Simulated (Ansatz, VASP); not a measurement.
# One calculation of BN, two programs

```
B N
1.0
     0.00000    3.33242    2.16200
     1.25008    0.00000    2.16200
     1.25008    3.33242    0.00000
B N
1 1
Direct
  0.00012 0.00012 0.99988
  0.66659 0.66659 0.33341
```

Alike in both runs: functional r2SCAN; dispersion D4; k mesh 10 × 10 × 10; no spin polarisation.

Ansatz relaxed the structure, and its values are those at the end. VASP's run is a single point on that final structure, the one shown.

|  | VASP | Ansatz |
| --- | --- | --- |
| version | VASP 6.6.1 | Ansatz 0.2.0 |
| potentials or method | VASP PAW PBE potentials, release 64 (B, N) | plane waves, PAW |
| plane-wave cutoff (eV) | 660 | 500 |
| occupations | gaussian, width 0.01 eV | fixed |
| valence electrons in the cell | 8 | 8 |

|  | VASP | Ansatz | Ansatz less VASP |
| --- | --- | --- | --- |
| pressure (GPa) | 0.4 | 0.0 | -0.44 |

VASP's potentials were made for PBE, not for r2SCAN.
